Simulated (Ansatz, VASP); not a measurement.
## Two plane-wave programs on CaO

```
CELL_PARAMETERS angstrom
0.00000 2.35683 2.35683
2.35683 0.00000 2.35683
2.35683 2.35683 0.00000
ATOMIC_POSITIONS crystal
Ca 0.00000 0.00000 0.00000
O 0.50000 0.50000 0.50000
```

Alike in both runs: functional LDA; k mesh 8 × 8 × 8; occupations gaussian, width 0.1 eV; no spin polarisation.

Ansatz relaxed the structure, and its values are those at the end. VASP's run is a single point on that final structure, the one shown.

|  | VASP | Ansatz |
| --- | --- | --- |
| version | VASP 6.6.1 | Ansatz 0.2.0 |
| potentials or method | VASP PAW LDA potentials, release 64 (Ca_sv, O), cutoff 600 eV | scalar-relativistic, plane waves, PAW |
| valence electrons in the cell | 16 | 16 |

```tsv
	VASP	Ansatz	Ansatz less VASP
gap on the k mesh at the Fermi level (eV)	3.42	3.45	+0.030
least direct gap on the mesh (eV)	3.78	3.81	+0.030
pressure (GPa)	0.4	-0.5	-0.85
```

LDA's correlation is that of Perdew and Zunger in VASP and of Perdew and Wang (1992) in Ansatz.
